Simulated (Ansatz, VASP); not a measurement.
## One calculation of Sn, two programs

```xyz
2
Lattice="-2.9730 2.9730 1.6218 2.9730 -2.9730 1.6218 2.9730 2.9730 -1.6218" Properties=species:S:1:pos:R:3 pbc="T T T"
Sn    0.0000    0.0000    0.0000
Sn    0.0000    2.9730    0.8109
```

Change from the starting cell: volume scaled by 1.06, crystal datasets.

Alike in both runs: task electric field gradients; functional PBE; k mesh 15 × 15 × 15; occupations fermi-dirac, width 0.05 eV; no spin polarisation.

```csv
,VASP,Ansatz
version,VASP 6.6.1,Ansatz 0.2.0
potentials or method,"VASP PAW PBE potentials, release 64 (Sn_d), cutoff 520 eV","all-electron PAW with datasets made for the crystal, scalar-relativistic"
```

```csv
,VASP,Ansatz,Ansatz less VASP
pressure (GPa),-0.5,-0.4,+0.05
"traceless stress, the component that is largest in VASP (GPa)",-0.57,-0.56,+0.002
size of Vzz on the site where it differs most (V/Å²),42.0,43.9,+1.86
```

Ansatz ran all-electron here, and VASP with PAW potentials.
